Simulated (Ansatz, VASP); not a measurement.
**OsCl3 in VASP and in Ansatz**

Contents of INCAR:

```
SYSTEM = OsCl3
PREC = Accurate
ENCUT = 520
EDIFF = 1E-6
ISMEAR = 0
SIGMA = 0.05
LREAL = .False.
LASPH = .True.
NELM = 150
ALGO = Normal
ISIF = 2
LWAVE = .False.
LCHARG = .False.
ISPIN = 2
MAGMOM = 1.83 0.1 0.1 0.11
LORBIT = 11
LMAXMIX = 4
LDAU = .True.
LDAUTYPE = 2
LDAUL = 2 -1
LDAUU = 2 0
LDAUJ = 0 0
LDAUPRINT = 1
GGA = PE
NBANDS = 26
```

Contents of KPOINTS:

```
regular mesh
0
Gamma
  4 4 4
  0 0 0
```

The input POSCAR:

```
OsCl3
1.0
    4.8586906495      0.0000000000      0.0000000000
    0.0000000000      4.8586906495      0.0000000000
    0.0000000000      0.0000000000      4.8586906495
Os Cl
1 3
Direct
    0.0000000000      0.0000000000      0.0000000000
    0.5000000000      0.0000000000      0.0000000000
    0.0000000000      0.0000000000      0.5000000000
    0.0000000000      0.5000000000      0.0000000000
```

Input for Ansatz:

```yaml
crystal:
  lattice:
    - [4.8586906495, 0.0, 0.0]
    - [0.0, 4.8586906495, 0.0]
    - [0.0, 0.0, 4.8586906495]
  atoms:
    - { symbol: Os, position: [0.0, 0.0, 0.0], spin: 1.85 }
    - { symbol: Cl, position: [0.5, 0.0, 0.0] }
    - { symbol: Cl, position: [0.0, 0.0, 0.5] }
    - { symbol: Cl, position: [0.0, 0.5, 0.0] }
basis:
  ecutwfc: 420
  ecutrho_ratio: 4
kpoints:
  mp_grid: { grid: [4, 4, 4] }
hamiltonian:
  xc: pbe
  hubbard:
    sites:
      - { species: Os, l: d, u_eff: 2.0, starting_ns: start.occupation_matrices }
    ns_hold: { iters: 6 }
scf:
  occupations: { method: gaussian, width: 0.05 }
  lower_state_search: "off"
output:
  forces: true
  stress: true
  eigenvalues: true
  populations: true
  hubbard: { sites: [{ species: Os, l: d }] }
magnetization:
  spin_polarized: true
```

Alike in both runs: task single point; functional PBE; k mesh 4 × 4 × 4; occupations gaussian, width 0.05 eV; collinear spin; Hubbard terms Os d U = 2.0 eV.

```csv
,VASP,Ansatz
version,VASP 6.6.1,Ansatz 0.2.0
potentials or method,"VASP PAW PBE potentials, release 64 (Os, Cl), cutoff 520 eV","scalar-relativistic, plane waves, PAW"
valence electrons in the cell,29,37
```

|  | VASP | Ansatz | Ansatz less VASP |
| --- | --- | --- | --- |
| gap on the k mesh at the Fermi level (eV) | none | none | - |
| pressure (GPa) | -1.7 | -1.3 | +0.39 |
| net moment per atom (μB) | 0.62 | 0.62 | 0.000 |
| size of the moment on the site where the two differ most (μB) | 2.25 | 1.67 | -0.586 |

Site moments also hang on the region over which each program counts them. The programs project onto different local orbitals, so the same U acts differently, and such runs can settle in different states. A gap of «none» marks a metal or a gap that the smearing closes. VASP's potentials hold 29 valence electrons a cell and Ansatz's 37, so a difference there can come from the potentials and not from the codes. Ansatz's warnings: filled band counts differ across k points, symmetry narrowed by occupation matrices.

Spin-orbit coupling is off throughout.
